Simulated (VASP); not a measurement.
A run of VASP 6.6.1 is set up as follows.

The input INCAR:

```
ALGO     = Normal         # electronic algorithm
EDIFF    = 1E-6           # SCF threshold, eV
EDIFFG   = -0.04          # ionic threshold
ENCUT    = 600            # plane-wave cutoff, eV
GGA      = PE             # functional
IBRION   = 2              # ionic algorithm
ISIF     = 3              # what is computed and relaxed
ISMEAR   = 0              # smearing method
LASPH    = T              # aspherical terms in the spheres
LCHARG   = F              # write CHGCAR
LREAL    = F              # projectors in reciprocal space
LWAVE    = F              # write WAVECAR
NELM     = 60             # most SCF steps
NSW      = 90             # ionic steps
PREC     = Accurate       # precision mode
SIGMA    = 0.1            # smearing width, eV
```

KPOINTS

```
k-points
0
Gamma
  6 6 6
```

The input POSCAR:

```
Pb
1.0
    2.2156673973      1.2792161683      3.8572758555
   -2.2156673973      1.2792161683      3.8572758555
    0.0000000000     -2.5584323365      3.8572758555
Pb
2
Direct
    0.2336400000      0.2336400000      0.2336400000
    0.7663600000      0.7663600000      0.7663600000
```

Potentials or basis: VASP PAW PBE potentials, release 64 (Pb_d).

Launch:

```console
$ cat potpaw_PBE.64/Pb_d/POTCAR > POTCAR
$ mpirun -np 1 vasp_std > vasp.out
```

Question: Estimate the relaxed volume.

Answer: 34.42 Å³/atom.

Question: Predict the relaxed cell.

Answer: a = 4.569 Å, b = 4.569 Å, c = 4.569 Å, α = 60.92°, β = 60.92°, γ = 60.92°.

Question: Estimate the space group after relaxing (to 0.05 Å).

Answer: R-3m (No. 166).

Final structure:
```
CELL_PARAMETERS angstrom
2.31620 1.33726 3.70418
-2.31620 1.33726 3.70418
0.00000 -2.67451 3.70418
ATOMIC_POSITIONS crystal
Pb 0.24976 0.24976 0.24976
Pb 0.75024 0.75024 0.75024
```
